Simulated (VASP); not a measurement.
# Fe (P6_3/mmc) in VASP: single point with PBE

Aim: the single point of Fe with PBE.

Program: VASP 6.6.1. These are calculated values, not measurements. Logs are shortened: lines on timing, memory, paths and dates and some standing lists are left out, and cuts for length are marked.

## (1) The cell of the first run

Symmetry: P6_3/mmc, No. 194, hexagonal system. The conventional cell has a = 2.402 Å, b = 2.402 Å, c = 7.747 Å, α = 90.00°, β = 90.00°, γ = 120.00°. Within 3.1 Å of Fe (site symmetry -3m) lie 12 Fe at 2.38 to 2.40 Å. Within 3.1 Å of Fe (site symmetry -6m2) lie 12 Fe at 2.38 to 2.40 Å.

This isn't the form of Fe at room conditions, which is bcc.

## (2) Single point, PBE, collinear spin, ferromagnetic start

INCAR

```
SYSTEM = Fe
  ALGO = Normal
  EDIFF = 1E-6
  ENCUT = 520
  GGA = PE
  ISIF = 2
  ISMEAR = -1
  ISPIN = 2
  LASPH = .TRUE.
  LCHARG = .TRUE.
  LELF = .TRUE.
  LMAXMIX = 4
  LORBIT = 11
  LREAL = .FALSE.
  LVHAR = .TRUE.
  LWAVE = .FALSE.
  MAGMOM = 2.5 2.5 2.5 2.5
  NBANDS = 28
  NELM = 150
  PREC = Accurate
  SIGMA = 0.05
```

KPOINTS

```
k-points
0
G
  15 15 4
  0 0 0
```

POSCAR

```
Fe
1.0
    2.4023276033      0.0000000000      0.0000000000
   -1.2011638017      2.0804767327      0.0000000000
    0.0000000000      0.0000000000      7.7469848860
Fe
4
Direct
    0.0000000000      0.0000000000      0.0000000000
    0.0000000000      0.0000000000      0.5000000000
    0.3333333333      0.6666666667      0.2500000000
    0.6666666667      0.3333333333      0.7500000000
```

Potentials or basis: VASP PAW PBE potentials, release 64 (Fe).

Launch:

```bash
> cat potpaw_PBE.64/Fe/POTCAR > POTCAR
> mpirun -np 1 vasp_std > vasp.out
```

OUTCAR:

```text
SYSTEM = Fe
   EDIFF = 1E-6
   ENCUT = 520
   GGA = PE
   ISIF = 2
   ISMEAR = -1
   ISPIN = 2
   LASPH = .TRUE.
   LORBIT = 11
   LREAL = .FALSE.
   NELM = 150
   PREC = Accurate

 ion  position               nearest neighbor table
   1  0.000  0.000  0.000-   3 2.38   4 2.38   4 2.38   3 2.38   4 2.38   3 2.38
   2  0.000  0.000  0.500-   3 2.38   4 2.38   4 2.38   3 2.38   4 2.38   3 2.38
   3  0.333  0.667  0.250-   1 2.38   2 2.38   1 2.38   2 2.38   1 2.38   2 2.38
   4  0.667  0.333  0.750-   1 2.38   2 2.38   1 2.38   2 2.38   1 2.38   2 2.38

  LATTYP: Found a hexagonal cell.
 ALAT       =     2.4023276033
 C/A-ratio  =     3.2247828628

  Lattice vectors:

 A1 = (   2.4023276033,   0.0000000000,   0.0000000000)
 A2 = (  -1.2011638017,   2.0804767327,   0.0000000000)
 A3 = (   0.0000000000,   0.0000000000,   7.7469848860)

Analysis of symmetry for initial positions (statically):
=====================================================================
 Subroutine PRICEL returns:
 Original cell was already a primitive cell.

 Routine SETGRP: Setting up the symmetry group for a
 hexagonal supercell.

 Subroutine GETGRP returns: Found 24 space group operations
 (whereof 12 operations were pure point group operations)
 out of a pool of 24 trial point group operations.

The static configuration has the point symmetry D_3d.
 The point group associated with its full space group is D_6h.

Analysis of symmetry for dynamics (positions and initial velocities):
=====================================================================
 Subroutine PRICEL returns:
 Original cell was already a primitive cell.

 Routine SETGRP: Setting up the symmetry group for a
 hexagonal supercell.

 Subroutine GETGRP returns: Found 24 space group operations
 (whereof 12 operations were pure point group operations)
 out of a pool of 24 trial point group operations.

The dynamic configuration has the point symmetry D_3d.
 The point group associated with its full space group is D_6h.

Analysis of structural, dynamic, and magnetic symmetry:
=====================================================================
 Subroutine PRICEL returns:
 Original cell was already a primitive cell.

 Routine SETGRP: Setting up the symmetry group for a
 hexagonal supercell.

 Subroutine GETGRP returns: Found 24 space group operations
 (whereof 12 operations were pure point group operations)
 out of a pool of 24 trial point group operations.

[... 130 lines left out ...]
   GGA     = PE    functional components
   LHFCALC =     F    Hartree Fock is set to
   AEXX    =    0.0000 exact exchange contribution
   IVDW    =     0    specifies the selected vdW correction
   LEPSILON=     F    determine dielectric tensor
   LRPA    =     F    only Hartree local field effects (RPA)
 spin polarized calculation
  energy-cutoff  :      520.00
  volume of cell :       38.72
 maximum number of plane-waves:      1072
 NGX is ok and might be reduce to    18
   NGX =  9   NGY =  9   NGZ = 29

 number of electron      32.0000000 magnetization      10.0000000

 number of electron      31.9999996 magnetization       0.8245093

 Free energy of the ion-electron system (eV)
  ---------------------------------------------------
  ext. energy  EPLUGINS =         0.00000000
  ---------------------------------------------------
  free energy    TOTEN  =       -32.31292158 eV

  energy without entropy =      -32.26540252  energy(sigma->0) =      -32.28916205

 E-fermi :   7.5039     XC(G=0): -14.0940

 val. band max:        7.5035167018   @ k =   0.1333   0.0667   0.2500
 cond. band min:       7.5043739311   @ k =   0.3333   0.3333   0.5000
 fundamental gap:      0.0008572293
 Fermi energy:         7.5039224790

 spin component 1

 k-point     1 :       0.0000    0.0000    0.0000
  band No.  band energies     occupation
      1      -1.7202      1.00000
      2       0.7264      1.00000
      3       0.7361      1.00000
      4       2.2382      1.00000
      5       5.0884      1.00000
      6       5.2019      1.00000
[... 733 lines left out ...]
     27      18.6338      0.00000
     28      20.7379      0.00000

 [... further k-points ...]

 spin component 2

 k-point     1 :       0.0000    0.0000    0.0000
  band No.  band energies     occupation
      1      -1.6956      1.00000
      2       0.7473      1.00000
      3       0.7779      1.00000
      4       2.3168      1.00000
      5       5.2068      1.00000
      6       5.3005      1.00000
[... 733 lines left out ...]
     27      18.6979      0.00000
     28      20.8326      0.00000

 [... further k-points ...]

------------------------ aborting loop because EDIFF is reached ----------------------------------------

  FORCE on cell =-STRESS in cart. coord.  units (eV):
  Direction    XX          YY          ZZ          XY          YZ          ZX
  --------------------------------------------------------------------------------------
  -------------------------------------------------------------------------------------
  Total        4.3800728      4.3800728      4.3862732     -0.0000000     -0.0000000      0.0000000
  in kB      181.2441940    181.2441940    181.5007632     -0.0000000     -0.0000000      0.0000000
  external PRESSURE =     181.3297171 kB  Pullay stress =       0.0000000 kB

 VOLUME and BASIS-vectors are now :
 -----------------------------------------------------------------------------
  energy-cutoff  :      520.00
  volume of cell :       38.72
      direct lattice vectors                 reciprocal lattice vectors
     2.402327603  0.000000000  0.000000000     0.416262960  0.240329532  0.000000000
    -1.201163802  2.080476733  0.000000000     0.000000000  0.480659064  0.000000000
     0.000000000  0.000000000  7.746984886     0.000000000  0.000000000  0.129082477

 POSITION                                       TOTAL-FORCE (eV/Angst)
 -----------------------------------------------------------------------------------
      0.00000      0.00000      0.00000         0.000000      0.000000     -0.000000
      0.00000      0.00000      3.87349         0.000000      0.000000     -0.000000
     -0.00000      1.38698      1.93675        -0.000000      0.000000      0.000000
      1.20116      0.69349      5.81024         0.000000      0.000000      0.000000
 -----------------------------------------------------------------------------------
    total drift:                                0.000000     -0.000000      0.000000

  FREE ENERGIE OF THE ION-ELECTRON SYSTEM (eV)
  ---------------------------------------------------
  free  energy   TOTEN  =       -32.3129215795 eV

  energy  without entropy=      -32.2654025191  energy(sigma->0) =      -32.28916205

 total charge

# of ion       s       p       d       tot
------------------------------------------
    1        0.565   0.687   6.396   7.648
    2        0.565   0.687   6.396   7.648
    3        0.564   0.692   6.392   7.648
    4        0.564   0.692   6.392   7.648
--------------------------------------------------
tot          2.259   2.759  25.575  30.592

 magnetization (x)

# of ion       s       p       d       tot
------------------------------------------
    1       -0.003  -0.005   0.027   0.019
    2       -0.003  -0.005   0.027   0.019
    3       -0.001  -0.002   0.389   0.386
    4       -0.001  -0.002   0.389   0.386
--------------------------------------------------
tot         -0.007  -0.016   0.831   0.809
```

OSZICAR:

```text
N       E                     dE             d eps       ncg     rms          rms(c)
DAV:   1     0.230123117287E+03    0.23012E+03   -0.14312E+04  9632   0.158E+03
DAV:   2    -0.229306712405E+02   -0.25305E+03   -0.23525E+03  9076   0.308E+02
DAV:   3    -0.356205352869E+02   -0.12690E+02   -0.11719E+02  9752   0.987E+01
[... 13 lines left out ...]
DAV:  17    -0.323129043646E+02   -0.39166E-05   -0.72086E-06  9480   0.313E-02    0.173E-02
DAV:  18    -0.323129151553E+02   -0.10791E-04   -0.63671E-05 14924   0.118E-01    0.112E-02
DAV:  19    -0.323129200670E+02   -0.49117E-05   -0.30836E-05 14504   0.758E-02    0.613E-03
DAV:  20    -0.323129213566E+02   -0.12896E-05   -0.59050E-06  5880   0.324E-02    0.380E-03
DAV:  21    -0.323129215795E+02   -0.22287E-06   -0.97055E-06  8376   0.431E-02
   1 F= -.32312922E+02 E0= -.32289162E+02  d E =-.475191E-01  mag=     0.8248
```

stdout:

```text
POSCAR found type information on POSCAR Fe
 POSCAR found :  1 types and       4 ions
 scaLAPACK will be used
 LDA part: xc-table for (Slater+PW92), standard interpolation
 POSCAR, INCAR and KPOINTS ok, starting setup
 FFT: planning ... GRIDC
 FFT: planning ... GRID_SOFT
 FFT: planning ... GRID
 WAVECAR not read
 entering main loop
```

Wall time 1.9 min (1 thread of Intel Xeon 6975P-C (Granite Rapids), shared host); peak memory 0.25 GiB.

Results:

- Free energy: -32.3129 eV
- Pressure: 18.1 GPa
- Net moment: 0.82 μB per cell
- Site moments: Fe +0.02, +0.39 (each value once) μB
- Valence electrons inside the program's atomic spheres: Fe 7.65

Caveat: the cell stands under pressure.
